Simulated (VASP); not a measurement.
Input of a VASP 6.6.1 run:

INCAR

```
SYSTEM = Al3Cu2
ALGO     = Fast           ! electronic algorithm
EDIFF    = 1E-6           ! SCF threshold, eV
ENCUT    = 520            ! plane-wave cutoff, eV
GGA      = PS             ! functional
ISIF     = 2              ! what is computed and relaxed
ISMEAR   = 0              ! smearing method
LASPH    = .True.         ! aspherical terms in the spheres
LCHARG   = .False.        ! write CHGCAR
LREAL    = .False.        ! projectors in reciprocal space
LWAVE    = .False.        ! write WAVECAR
NBANDS   = 24             ! bands
NELM     = 100            ! most SCF steps
PREC     = Accurate       ! precision mode
SIGMA    = 0.15           ! smearing width, eV
```

File KPOINTS:

```
k-points
0
Gamma
  12 12 10
  0 0 0
```

POSCAR

```
Al3Cu2
1.0
    4.0985856014      0.0000000000      0.0000000000
   -2.0492928007      3.5494792504      0.0000000000
    0.0000000000      0.0000000000      4.9821008425
Al Cu
3 2
Direct
    0.0000000000      0.0000000000      0.0000000000
    0.3474199067      0.6948398135      0.3515059809
    0.6666666667      0.3333333333      0.6484940191
    0.3333333333      0.6666666667      0.8422899817
    0.6666666667      0.3333333333      0.1577100183
```

Potentials or basis: VASP PAW PBE potentials, release 64 (Al, Cu).

Launch:

```sh
$ cat potpaw_PBE.64/Al/POTCAR potpaw_PBE.64/Cu/POTCAR > POTCAR
$ mpirun -np 1 vasp_std > vasp.out
```

**Question.** Estimate the pressure.

**Answer.** 0.0 GPa.

**Question.** What does it give for the largest force?

**Answer.** 0.538 eV/Å.

Forces on the atoms (eV/Å):
```
Al   0.000  0.082 -0.012
Al   0.000 -0.538  0.017
Al   0.000  0.201  0.025
Cu   0.000 -0.042  0.001
Cu   0.000  0.298 -0.032
```

Caveat: the cell differs from its parent crystal (atom 2 (Al) moved +0.100 Å along Cartesian [0 1 0]); the PAW data sets were made with another functional, which shifts forces and pressure a little.
